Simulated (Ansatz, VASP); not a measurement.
**Ca3TeRu2: VASP beside Ansatz**

```
Ca Te Ru
1.0
     4.11637    0.00000    0.00000
     0.00000    4.11637    0.00000
     0.00000    0.00000    8.47868
Ca Te Ru
3 1 2
Direct
  0.50000 0.50000 0.77059
  0.50000 0.50000 0.22941
  0.00000 0.00000 0.50000
  0.50000 0.50000 0.50000
  0.00000 0.50000 0.61471
  0.50000 0.00000 0.38529
```

Alike in both runs: task relaxation of cell and atoms; functional PBE; k mesh 4 × 4 × 2; occupations gaussian, width 0.1 eV; no spin polarisation.

|  | VASP | Ansatz |
| --- | --- | --- |
| version | VASP 6.6.1 | Ansatz 0.2.0 |
| potentials or method | VASP PAW PBE potentials, release 64 (Ca_sv, Te, Ru_pv), cutoff 600 eV | scalar-relativistic, plane waves, PAW |
| valence electrons in the cell | 64 | 78 |

```tsv
	VASP	Ansatz	Ansatz less VASP
gap on the k mesh at the Fermi level, each at its own relaxed structure (eV)	none	none	-
relaxed volume (Å³/atom)	35.36	35.09	-0.270
relaxed length of the cell vector where the two differ most in proportion (Å)	4.518	4.499	-0.0188
```

A gap of «none» marks a metal or a gap that the smearing closes. VASP's potentials hold 64 valence electrons a cell and Ansatz's 78, so a difference there can come from the potentials and not from the codes.

The k mesh is coarse, so the values compare programs but aren't converged. Spin-orbit coupling is off throughout. Noted on VASP's run: the volume moved by over 15 % at a fixed basis, so the end points are rough.
